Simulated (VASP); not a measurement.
# KF (Pm-3m) in VASP: notebook

KF is run at these levels: PBE; tasks: single point.

All numbers are computed with VASP 6.6.1; they aren't measurements. Logs are shortened: lines on timing, memory, paths and dates and some standing lists are left out, and cuts for length are marked.

**1. The cell of the first run**

Symmetry: Pm-3m, No. 221, cubic system. Conventional cell: a = 3.226 Å, b = 3.226 Å, c = 3.226 Å, α = 90.00°, β = 90.00°, γ = 90.00°. K (site symmetry m-3m) has 8 F at 2.79 Å and 6 K at 3.23 Å within 3.7 Å. F (site symmetry m-3m) has 8 K at 2.79 Å and 6 F at 3.23 Å within 3.7 Å.

**2. Single point, PBE (volume changed by -3%)**

INCAR reads:

```
PREC = Accurate
ENCUT = 520
EDIFF = 1E-6
ISMEAR = 0
SIGMA = 0.01
LREAL = False
LASPH = True
NELM = 80
ALGO = Normal
ISIF = 2
LWAVE = False
LCHARG = False
GGA = PE
NBANDS = 15
```

KPOINTS reads:

```
regular mesh
0
Gamma
  6 6 6
```

POSCAR reads:

```
KF
1.0
    3.2257999843      0.0000000000      0.0000000000
    0.0000000000      3.2257999843      0.0000000000
    0.0000000000      0.0000000000      3.2257999843
K F
1 1
Direct
    0.0000000000      0.0000000000      0.0000000000
    0.5000000000      0.5000000000      0.5000000000
```

Potentials or basis: VASP PAW PBE potentials, release 64 (K_sv, F).

On the command line:

```sh
$ cat potpaw_PBE.64/K_sv/POTCAR potpaw_PBE.64/F/POTCAR > POTCAR
$ mpirun -np 1 vasp_std > vasp.out
```

OUTCAR:

```text
PREC = Accurate
   ENCUT = 520
   EDIFF = 1E-6
   ISMEAR = 0
   LREAL = False
   LASPH = True
   NELM = 80
   ISIF = 2
   GGA = PE

 ion  position               nearest neighbor table
   1  0.000  0.000  0.000-   2 2.79   2 2.79   2 2.79   2 2.79   2 2.79   2 2.79   2 2.79   2 2.79

   2  0.500  0.500  0.500-   1 2.79   1 2.79   1 2.79   1 2.79   1 2.79   1 2.79   1 2.79   1 2.79

  LATTYP: Found a simple cubic cell.
 ALAT       =     3.2257999843

  Lattice vectors:

 A1 = (   3.2257999843,   0.0000000000,   0.0000000000)
 A2 = (   0.0000000000,   3.2257999843,   0.0000000000)
 A3 = (   0.0000000000,   0.0000000000,   3.2257999843)

Analysis of symmetry for initial positions (statically):
=====================================================================
 Subroutine PRICEL returns:
 Original cell was already a primitive cell.

 Routine SETGRP: Setting up the symmetry group for a
 simple cubic supercell.

 Subroutine GETGRP returns: Found 48 space group operations
[... 9 lines left out ...]

 Routine SETGRP: Setting up the symmetry group for a
 simple cubic supercell.

 Subroutine GETGRP returns: Found 48 space group operations
[... 11 lines left out ...]
                                     Primitive cell

  volume of cell :      33.5670

  direct lattice vectors                    reciprocal lattice vectors
     3.225799984  0.000000000  0.000000000     0.310000622  0.000000000  0.000000000
     0.000000000  3.225799984  0.000000000     0.000000000  0.310000622  0.000000000
     0.000000000  0.000000000  3.225799984     0.000000000  0.000000000  0.310000622

  length of vectors
     3.225799984  3.225799984  3.225799984     0.310000622  0.310000622  0.310000622

  position of ions in fractional coordinates (direct lattice)
     0.000000000  0.000000000  0.000000000
     0.500000000  0.500000000  0.500000000

  ion indices of the primitive-cell ions
   primitive index   ion index
                 1           1
                 2           2

----------------------------------------------------------------------------------------

 KPOINTS: regular mesh

Automatic generation of k-mesh.
 Grid dimensions read from file:
 generate k-points for:    6    6    6

 Generating k-lattice:

  Cartesian coordinates                     Fractional coordinates (reciprocal lattice)
     0.051666770  0.000000000  0.000000000     0.166666667  0.000000000  0.000000000
     0.000000000  0.051666770  0.000000000     0.000000000  0.166666667  0.000000000
     0.000000000  0.000000000  0.051666770     0.000000000  0.000000000  0.166666667

  Length of vectors
     0.051666770  0.051666770  0.051666770

[... 58 lines left out ...]
   PSTRESS=    0.0 pullay stress
   NELECT =      16.0000    total number of electrons
   NUPDOWN=      -1.0000    fix difference up-down
   EMIN   =  10.00;   EMAX   =-10.00  energy-range for DOS
   EFERMI =   0.00;   METHOD = LEGACY
   ISMEAR =     0;   SIGMA  =   0.01  broadening in eV -4-tet -1-fermi 0-gaus
   EFERMI_NEDOS =   21; number of points for ismear=-14 and -15
   IALGO  =     38    algorithm
   IMIX   =      4    mixing-type and parameters
     AMIX     =   0.40;   BMIX     =  1.00
     AMIX_MAG =   1.60;   BMIX_MAG =  1.00
  volume/ion in A,a.u.               =      16.78       113.26
  Fermi-wavevector in a.u.,A,eV,Ry     =   1.278824  2.416627 22.250837  1.635390
  Thomas-Fermi vector in A             =   2.411344
   LORBIT       =      0    0 simple, 1 ext, 2 COOP (PROOUT), +10 PAW based schemes
   GGA     = PE    functional components
   LHFCALC =     F    Hartree Fock is set to
   AEXX    =    0.0000 exact exchange contribution
   IVDW    =     0    specifies the selected vdW correction
   LEPSILON=     F    determine dielectric tensor
   LRPA    =     F    only Hartree local field effects (RPA)
 non-spin polarized calculation
 Gauss-broadening in eV      SIGMA  =   0.01
  energy-cutoff  :      520.00
  volume of cell :       33.57
 maximum number of plane-waves:       922
 NGX is ok and might be reduce to    24
   NGX = 11   NGY = 11   NGZ = 11

 number of electron      15.9999987 magnetization

 Free energy of the ion-electron system (eV)
  ---------------------------------------------------
  ext. energy  EPLUGINS =         0.00000000
  ---------------------------------------------------
  free energy    TOTEN  =        -8.08862358 eV

  energy without entropy =       -8.08862358  energy(sigma->0) =       -8.08862358

 E-fermi :  -1.8572     XC(G=0):  -9.1737

 val. band max:       -1.9390003613   @ k =   0.5000   0.5000   0.0000
 cond. band min:       4.5317218835   @ k =   0.0000   0.0000   0.0000
 fundamental gap:      6.4707222448
 Fermi energy:        -1.8571764184

 k-point     1 :       0.0000    0.0000    0.0000
  band No.  band energies     occupation
      1     -28.8912      2.00000
      2     -20.8652      2.00000
      3     -11.8843      2.00000
      4     -11.8843      2.00000
      5     -11.8843      2.00000
      6      -1.9860      2.00000
      7      -1.9860      2.00000
      8      -1.9860      2.00000
      9       4.5317      0.00000
     10       6.3870      0.00000
     11       6.3870      0.00000
     12      12.0678      0.00000
     13      12.0678      0.00000
     14      12.0678      0.00000
[... 329 lines left out ...]
      2     -20.6904      2.00000
      3     -12.4997      2.00000
      4     -12.4997      2.00000
      5     -12.4997      2.00000
      6      -3.0240      2.00000
      7      -3.0240      2.00000
      8      -3.0240      2.00000
      9       8.6316      0.00000
     10       8.6316      0.00000
     11       8.6316      0.00000
     12      13.6111      0.00000
     13      13.6111      0.00000
     14      13.6111      0.00000
     15      13.8156      0.00000

------------------------ aborting loop because EDIFF is reached ----------------------------------------

  FORCE on cell =-STRESS in cart. coord.  units (eV):
  Direction    XX          YY          ZZ          XY          YZ          ZX
  --------------------------------------------------------------------------------------
  -------------------------------------------------------------------------------------
  Total        0.2307116      0.2307116      0.2307116      0.0000000      0.0000000      0.0000000
  in kB       11.0120400     11.0120400     11.0120400      0.0000000      0.0000000      0.0000000
  external PRESSURE =      11.0120400 kB  Pullay stress =       0.0000000 kB

 VOLUME and BASIS-vectors are now :
 -----------------------------------------------------------------------------
  energy-cutoff  :      520.00
  volume of cell :       33.57
      direct lattice vectors                 reciprocal lattice vectors
     3.225799984  0.000000000  0.000000000     0.310000622  0.000000000  0.000000000
     0.000000000  3.225799984  0.000000000     0.000000000  0.310000622  0.000000000
     0.000000000  0.000000000  3.225799984     0.000000000  0.000000000  0.310000622

 POSITION                                       TOTAL-FORCE (eV/Angst)
 -----------------------------------------------------------------------------------
      0.00000      0.00000      0.00000         0.000000      0.000000      0.000000
      1.61290      1.61290      1.61290         0.000000      0.000000      0.000000
 -----------------------------------------------------------------------------------
    total drift:                                0.000000      0.000000     -0.000000

  FREE ENERGIE OF THE ION-ELECTRON SYSTEM (eV)
  ---------------------------------------------------
  free  energy   TOTEN  =        -8.0886235840 eV

  energy  without entropy=       -8.0886235840  energy(sigma->0) =       -8.08862358
```

stdout:

```text
POSCAR found type information on POSCAR K F
 POSCAR found :  2 types and       2 ions
 scaLAPACK will be used
 LDA part: xc-table for (Slater+PW92), standard interpolation
 POSCAR, INCAR and KPOINTS ok, starting setup
 FFT: planning ... GRIDC
 FFT: planning ... GRID_SOFT
 FFT: planning ... GRID
 WAVECAR not read
 entering main loop
```

Wall time 4.8 s (1 thread of Intel Xeon 6975P-C, shared host); peak memory 0.14 GiB.

Results:

```yaml
Free_energy: -8.0886 eV
Pressure: 1.1 GPa
Band_gap_on_the_k_mesh: 6.47 eV, indirect (least direct gap 6.52 eV)
```

Levels at points of the mesh, in eV from the valence-band top:
| k point | band 5 | band 6 | band 7 | band 8 | band 9 | band 10 | band 11 | band 12 |
| --- | --- | --- | --- | --- | --- | --- | --- | --- |
| (0.00, 0.00, 0.00) | -9.95 | -0.05 | -0.05 | -0.05 | 6.47 | 8.33 | 8.33 | 14.01 |
| (0.50, 0.00, 0.00) | -9.82 | -1.26 | -0.17 | -0.17 | 9.35 | 9.56 | 11.17 | 12.57 |
| (0.50, 0.50, 0.00) | -9.74 | -0.62 | -0.62 | 0.00 | 8.55 | 9.08 | 11.99 | 11.99 |
| (0.50, 0.50, 0.50) | -10.56 | -1.08 | -1.08 | -1.08 | 10.57 | 10.57 | 10.57 | 15.55 |

**3. Single point, PBE (volume changed by +3%)**

INCAR reads:

```
ALGO = Normal
EDIFF = 1E-7
ENCUT = 520
GGA = PE
ISIF = 2
ISMEAR = 0
LASPH = T
LCHARG = F
LREAL = F
LWAVE = F
NBANDS = 15
NELM = 100
PREC = Accurate
SIGMA = 0.01
```

KPOINTS reads:

```
k-points
0
Gamma
  6 6 6
```

POSCAR reads:

```
KF
1.0
    3.2909852231      0.0000000000      0.0000000000
    0.0000000000      3.2909852231      0.0000000000
    0.0000000000      0.0000000000      3.2909852231
K F
1 1
Direct
    0.0000000000      0.0000000000      0.0000000000
    0.5000000000      0.5000000000      0.5000000000
```

Potentials or basis: VASP PAW PBE potentials, release 64 (K_sv, F).

On the command line:

```sh
$ cat potpaw_PBE.64/K_sv/POTCAR potpaw_PBE.64/F/POTCAR > POTCAR
$ mpirun -np 1 vasp_std > vasp.out
```

Run time: 5.2 s. Hardware: 1 thread of Intel Xeon 6975P-C, shared host; peak memory 0.14 GiB.

The run converged. Its results:

```
Free energy            : -8.0919 eV
Pressure               : -0.9 GPa
Band gap on the k mesh : 6.06 eV, indirect (least direct gap 6.12 eV)
```

Levels at points of the mesh, in eV from the valence-band top:
```csv
k point,band 6,band 7,band 8,band 9,band 10,band 11
"(0.00, 0.00, 0.00)",-0.06,-0.06,-0.06,6.06,8.25,8.25
"(0.50, 0.00, 0.00)",-1.18,-0.15,-0.15,9.16,9.22,10.58
"(0.50, 0.50, 0.00)",-0.61,-0.61,0.00,8.38,8.87,11.74
"(0.50, 0.50, 0.50)",-0.98,-0.98,-0.98,10.29,10.29,10.29
```

 A k mesh can miss the band edges.

**4. Single point, PBE (volume changed by +6%)**

INCAR reads:

```
SYSTEM = KF
PREC = Accurate
ENCUT = 520
EDIFF = 1E-6
ISMEAR = 0
SIGMA = 0.01
LREAL = .False.
LASPH = .True.
NELM = 100
ALGO = Normal
ISIF = 2
LWAVE = .False.
LCHARG = .False.
GGA = PE
NBANDS = 15
```

KPOINTS reads:

```
Automatic mesh
0
Gamma
  6 6 6
  0 0 0
```

POSCAR reads:

```
KF
1.0
    3.3226312532      0.0000000000      0.0000000000
    0.0000000000      3.3226312532      0.0000000000
    0.0000000000      0.0000000000      3.3226312532
K F
1 1
Direct
    0.0000000000      0.0000000000      0.0000000000
    0.5000000000      0.5000000000      0.5000000000
```

On the command line:

```sh
$ cat potpaw_PBE.64/K_sv/POTCAR potpaw_PBE.64/F/POTCAR > POTCAR
$ mpirun -np 1 vasp_std > vasp.out
```

Run time: 7.3 s. Hardware: 1 thread of Intel Xeon 6975P-C, shared host; peak memory 0.16 GiB.

The run converged. Its results:

| Item | Value |
| --- | --- |
| Free energy | -8.0847 eV |
| Pressure | -1.7 GPa |
| Band gap on the k mesh | 5.88 eV, indirect (least direct gap 5.94 eV) |

Levels at points of the mesh, in eV from the valence-band top:
```tsv
k point	band 6	band 7	band 8	band 9	band 10	band 11
(0.00, 0.00, 0.00)	-0.06	-0.06	-0.06	5.88	8.21	8.21
(0.50, 0.00, 0.00)	-1.14	-0.15	-0.15	8.98	9.15	10.32
(0.50, 0.50, 0.00)	-0.60	-0.60	0.00	8.31	8.76	11.62
(0.50, 0.50, 0.50)	-0.93	-0.93	-0.93	10.16	10.16	10.16
```

**5. Overview**

| cell | gap on the mesh (eV) | pressure (GPa) |
| --- | --- | --- |
| a = 3.226 Å, 2 atoms | 6.47 | 1.1 |
| a = 3.291 Å, 2 atoms | 6.06 | -0.9 |
| a = 3.323 Å, 2 atoms | 5.88 | -1.7 |

Alike in all rows: task single point; level PBE; potentials or basis VASP PAW PBE potentials, release 64 (K_sv, F); no spin polarisation; k mesh 6 × 6 × 6; cutoff (eV) 520; smearing gaussian 0.01 eV.

Absolute energies hang on the potentials; compare differences alone.
